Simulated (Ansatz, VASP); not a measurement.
# Two plane-wave programs on Ta4C3

```
Ta C
1.0
     4.42479    0.00000    0.00000
     0.00000    4.42479    0.00000
     0.00000    0.00000    4.42479
Ta C
4 3
Direct
  0.02712 0.50000 0.50000
  0.49245 0.00000 0.50000
  0.49245 0.50000 0.00000
  0.98917 0.00000 0.00000
  0.49635 0.00000 0.00000
  0.99293 0.50000 0.00000
  0.99293 0.00000 0.50000
```

Change from the starting cell: mode 4 (104.0 1/cm) frozen in, largest displacement -0.120 Å.

Alike in both runs: task single point; functional r2SCAN; k mesh 10 × 10 × 10; occupations gaussian, width 0.15 eV; no spin polarisation.

```csv
,VASP,Ansatz
version,VASP 6.6.1,Ansatz 0.2.0
potentials or method,"VASP PAW PBE potentials, release 64 (Ta_pv, C), cutoff 520 eV","scalar-relativistic, plane waves, PAW"
valence electrons in the cell,56,64
```

|  | VASP | Ansatz | Ansatz less VASP |
| --- | --- | --- | --- |
| gap on the k mesh at the Fermi level (eV) | none | none | - |
| pressure (GPa) | 1.6 | 0.5 | -1.08 |
| traceless stress, the component that is largest in VASP (GPa) | -0.38 | -0.38 | -0.002 |
| rms of the force components (eV/Å) | 0.194 | 0.197 | +0.0034 |

VASP's potentials were made for PBE, not for r2SCAN. Atom by atom the forces differ by 0.004 eV/Å (rms over components). A gap of «none» marks a metal or a gap that the smearing closes. VASP's potentials hold 56 valence electrons a cell and Ansatz's 64, so a difference there can come from the potentials and not from the codes.

Spin-orbit coupling is off throughout.
